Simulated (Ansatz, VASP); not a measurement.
**Al2Pt: VASP beside Ansatz**

INCAR

```
ALGO = Normal ; EDIFF = 1E-6
ENCUT = 520 ; ISIF = 2
ISMEAR = -1 ; LASPH = True
LCHARG = True ; LELF = True
LREAL = False ; LVHAR = True
LWAVE = False ; NBANDS = 15
NELM = 60 ; PREC = Accurate
SIGMA = 0.08
```

The input KPOINTS:

```
k-points
0
Gamma
  12 12 12
```

File POSCAR:

```
Al2Pt
1.0
    0.0000000000      2.9451169830      2.9451169830
    2.9451169830      0.0000000000      2.9451169830
    2.9451169830      2.9451169830      0.0000000000
Al Pt
2 1
Direct
    0.2500000000      0.2500000000      0.2500000000
    0.7500000000      0.7500000000      0.7500000000
    0.0000000000      0.0000000000      0.0000000000
```

Input for Ansatz:

```yaml
crystal:
  lattice:
    - [0.0, 2.945116983, 2.945116983]
    - [2.945116983, 0.0, 2.945116983]
    - [2.945116983, 2.945116983, 0.0]
  atoms:
    - { symbol: Al, position: [0.25, 0.25, 0.25] }
    - { symbol: Al, position: [0.75, 0.75, 0.75] }
    - { symbol: Pt, position: [0.0, 0.0, 0.0] }
kpoints:
  mp_grid: { grid: [12, 12, 12] }
  band_path:
    path:
      - [0.0, 0.0, 0.0]
      - [0.5, 0.0, 0.5]
      - [0.625, 0.25, 0.625]
      - [0.375, 0.375, 0.75]
      - [0.0, 0.0, 0.0]
      - [0.5, 0.5, 0.5]
      - [0.5, 0.25, 0.75]
      - [0.5, 0.0, 0.5]
    npoints: 5
scf:
  occupations: { method: fermi_dirac, width: 0.08 }
hamiltonian:
  xc: lda
  pseudopotentials: { kind: all_electron, lapw: { basis_error: 0.001 } }
output:
  forces: true
  stress: true
  eigenvalues: true
```

Change from the starting cell: volume scaled by 0.99.

Alike in both runs: task single point; functional LDA; k mesh 12 × 12 × 12; occupations fermi-dirac, width 0.08 eV; no spin polarisation.

```csv
,VASP,Ansatz
version,VASP 6.6.1,Ansatz 0.2.0
potentials or method,"VASP PAW LDA potentials, release 64 (Al, Pt), cutoff 520 eV","all-electron LAPW, scalar-relativistic"
```

VASP gave:

| Property | Result |
| --- | --- |
| pressure (GPa) | -2.3 |

**Question.** Estimate Ansatz's values.

**Answer.** Pressure (GPa): -2.6.

LDA's correlation is that of Perdew and Zunger in VASP and of Perdew and Wang (1992) in Ansatz. Ansatz ran all-electron here, and VASP with PAW potentials.

Spin-orbit coupling is off throughout.
